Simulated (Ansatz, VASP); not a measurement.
# Two plane-wave programs on CaSe

The input POSCAR:

```
CaSe
1.0
    3.6947588700      0.0000000000      0.0000000000
    0.0000000000      3.6947588700      0.0000000000
    0.0000000000      0.0000000000      3.6947588700
Ca Se
1 1
Direct
    0.0000000000      0.0000000000      0.0000000000
    0.5000000000      0.5000000000      0.5000000000
```

Contents of INCAR.step1:

```
ALGO = Normal
EDIFF = 1E-4
ENCUT = 520
GGA = PE
ISMEAR = 0
LASPH = T
LCHARG = F
LREAL = F
LWAVE = T
NBANDS = 15
NELM = 60
PREC = Accurate
SIGMA = 0.01
```

INCAR.step2

```
ALGO = Normal
EDIFF = 1E-6
ENCUT = 520
ISIF = 2
ISMEAR = 0
ISTART = 1
LASPH = T
LCHARG = F
LMIXTAU = T
LREAL = F
LWAVE = F
METAGGA = R2SCAN
NBANDS = 15
NELM = 60
PREC = Accurate
SIGMA = 0.01
```

File KPOINTS:

```
k-points
0
Gamma
  8 8 8
```

Input for Ansatz:

```yaml
crystal:
  lattice:
    - [3.69475887, 0.0, 0.0]
    - [0.0, 3.69475887, 0.0]
    - [0.0, 0.0, 3.69475887]
  atoms:
    - { symbol: Ca, position: [0.0, 0.0, 0.0] }
    - { symbol: Se, position: [0.5, 0.5, 0.5] }
kpoints:
  mp_grid: { grid: [8, 8, 8] }
  band_path:
    path: [[0.0, 0.0, 0.0], [0.0, 0.5, 0.0], [0.5, 0.5, 0.0], [0.5, 0.5, 0.5]]
    npoints: 1
hamiltonian:
  xc: r2scan
scf:
  occupations: { method: fixed }
  n_extra_bands: 4
output:
  forces: true
  stress: true
  eigenvalues: true
```

Change from the starting cell: hydrostatic strain +1.7%.

Alike in both runs: task single point; functional r2SCAN; k mesh 8 × 8 × 8; no spin polarisation.

|  | VASP | Ansatz |
| --- | --- | --- |
| version | VASP 6.6.1 | Ansatz 0.2.0 |
| potentials or method | VASP PAW PBE potentials, release 64 (Ca_sv, Se) | plane waves, PAW |
| plane-wave cutoff (eV) | 520 | 500 |
| occupations | gaussian, width 0.01 eV | fixed |
| valence electrons in the cell | 16 | 26 |

```csv
,VASP,Ansatz,Ansatz less VASP
gap on the k mesh at the Fermi level (eV),1.31,1.31,-0.009
pressure (GPa),-2.3,-2.5,-0.18
```

VASP's potentials were made for PBE, not for r2SCAN. VASP's potentials hold 16 valence electrons a cell and Ansatz's 26, so a difference there can come from the potentials and not from the codes.
